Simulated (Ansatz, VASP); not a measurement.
**In in VASP and in Ansatz**

Contents of INCAR:

```
SYSTEM = In
PREC = Accurate ; ENCUT = 520
EDIFF = 1E-6 ; ISMEAR = -1
SIGMA = 0.08 ; LREAL = .FALSE.
LASPH = .TRUE. ; NELM = 150
ALGO = Normal ; ISIF = 2
LWAVE = .FALSE. ; LCHARG = .FALSE.
ISPIN = 2 ; MAGMOM = 0 0
LORBIT = 11 ; GGA = PS
NBANDS = 24
```

KPOINTS

```
Automatic mesh
0
G
  10 10 10
  0 0 0
```

File POSCAR:

```
In
1.0
    0.0000000000      2.9960332181      2.9960332181
    2.9960332181      0.0000000000      2.9960332181
    2.9960332181      2.9960332181      0.0000000000
In
2
Direct
   -0.1250000000     -0.1250000000     -0.1250000000
    0.1250000000      0.1250000000      0.1250000000
```

Input for Ansatz:

```yaml
crystal:
  lattice:
    - [0.0, 2.9960332181, 2.9960332181]
    - [2.9960332181, 0.0, 2.9960332181]
    - [2.9960332181, 2.9960332181, 0.0]
  atoms:
    - { symbol: In, position: [-0.125, -0.125, -0.125] }
    - { symbol: In, position: [0.125, 0.125, 0.125] }
kpoints:
  mp_grid: { grid: [10, 10, 10] }
scf:
  occupations: { method: fermi_dirac, width: 0.08 }
hamiltonian:
  xc: pbesol
  pseudopotentials: { kind: all_electron, lapw: { basis_error: 0.001 } }
output:
  forces: true
  stress: true
  eigenvalues: true
  populations: true
magnetization:
  spin_polarized: true
```

Alike in both runs: task single point; functional PBEsol; k mesh 10 × 10 × 10; occupations fermi-dirac, width 0.08 eV; collinear spin.

```csv
,VASP,Ansatz
version,VASP 6.6.1,Ansatz 0.2.0
potentials or method,"VASP PAW PBE potentials, release 64 (In_d), cutoff 520 eV","all-electron LAPW, scalar-relativistic"
```

|  | VASP | Ansatz | Ansatz less VASP |
| --- | --- | --- | --- |
| gap on the k mesh at the Fermi level (eV) | none | none | - |
| pressure (GPa) | 15.3 | 15.3 | +0.02 |

VASP's potentials were made for PBE, not for PBEsol. A gap of «none» marks a metal or a gap that the smearing closes. Ansatz ran all-electron here, and VASP with PAW potentials. Ansatz's warnings: no starting moments.
